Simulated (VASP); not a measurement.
NaY:

```xyz
2
Lattice="3.5244 0.0000 0.0000 0.0000 3.5244 0.0000 0.0000 0.0000 3.5244" Properties=species:S:1:pos:R:3 pbc="T T T"
Na    0.0000    0.0000    0.0000
Y     1.7622    1.7622    1.7622
```

The cell was built from a structure type or drawn by symmetry, and may not be a known phase.

* Program: VASP 6.6.1
* Task: relaxation of cell and atoms
* Functional: PBE
* Potentials or basis: VASP PAW PBE potentials, release 64 (Na_sv, Y_sv)
* Cutoff: 970 eV
* k mesh: 6 × 6 × 6
* Occupations: gaussian, width 0.1 eV
* Spin: no spin polarisation

At the start: pressure 18.0 GPa; volume 21.89 Å³/atom.

Problem. Where does the relaxation end?

Solution. Over 4 steps the energy falls by 437.6 meV/atom and the volume is 32.22 Å³/atom (+47.2 %); space group Pm-3m (No. 221, to 0.1 Å) before and after.

The path:
```
step  energy change (eV)  largest force (eV/Å)  pressure (GPa)  volume (Å³)
   1              0.0000                0.0000           18.04        43.78
   2             -0.8627                0.0000            1.33        61.32
   3             -0.8721                0.0000           -0.60        65.99
   4             -0.8751                0.0000           -0.01        64.43
```

Final structure:
```cif
data_structure
_symmetry_space_group_name_H-M 'P 1'
_symmetry_Int_Tables_number 1
_cell_length_a 4.0090
_cell_length_b 4.0090
_cell_length_c 4.0090
_cell_angle_alpha 90.000
_cell_angle_beta 90.000
_cell_angle_gamma 90.000
_cell_volume 64.43
loop_
_atom_site_label
_atom_site_type_symbol
_atom_site_fract_x
_atom_site_fract_y
_atom_site_fract_z
_atom_site_occupancy
Na1 Na 0.00000 0.00000 0.00000 1
Y1 Y 0.50000 0.50000 0.50000 1
```

Caveat: the volume moved by over 15 % at a fixed basis, so the end points are rough.
